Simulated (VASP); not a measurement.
TiC, 2 atoms in the cell. It takes space group Fm-3m (No. 225, cubic). Conventional cell: a = 4.319 Å, b = 4.319 Å, c = 4.319 Å, α = 90.00°, β = 90.00°, γ = 90.00°. Within 2.9 Å of Ti (site symmetry m-3m) lie 6 C at 2.16 Å. Within 2.9 Å of C (site symmetry m-3m) lie 6 Ti at 2.16 Å. 

```yaml
Program: VASP 6.6.1
Task: relaxation of cell and atoms
Functional: PBEsol
Potentials_or_basis: VASP PAW PBE potentials, release 64 (Ti_sv, C)
Cutoff: 600 eV
k_mesh: 13 × 13 × 13
Occupations: fermi-dirac, width 0.1 eV
Spin: no spin polarisation
Dipole_correction: no
Further_INCAR_settings: ALGO = Normal; EDIFF = 1e-06; IBRION = 2; EDIFFG = -0.01; NSW = 80; ISIF = 3
```

Potentials or basis: VASP PAW PBE potentials, release 64 (Ti_sv, C).

The run is started by

```sh
$ cat potpaw_PBE.64/Ti_sv/POTCAR potpaw_PBE.64/C/POTCAR > POTCAR
$ mpirun -np 1 vasp_std > vasp.out
```

Hardware: 1 thread of Intel(R) Xeon(R) 6975P-C (Granite Rapids) (shared host).

Problem. How long does it take, and how much memory?

Solution. Run time: 23 s on 1 thread of Intel(R) Xeon(R) 6975P-C (Granite Rapids) (shared host), peak memory 0.16 GiB. Counts: scf iterations 35, k points 84, ion steps 3.
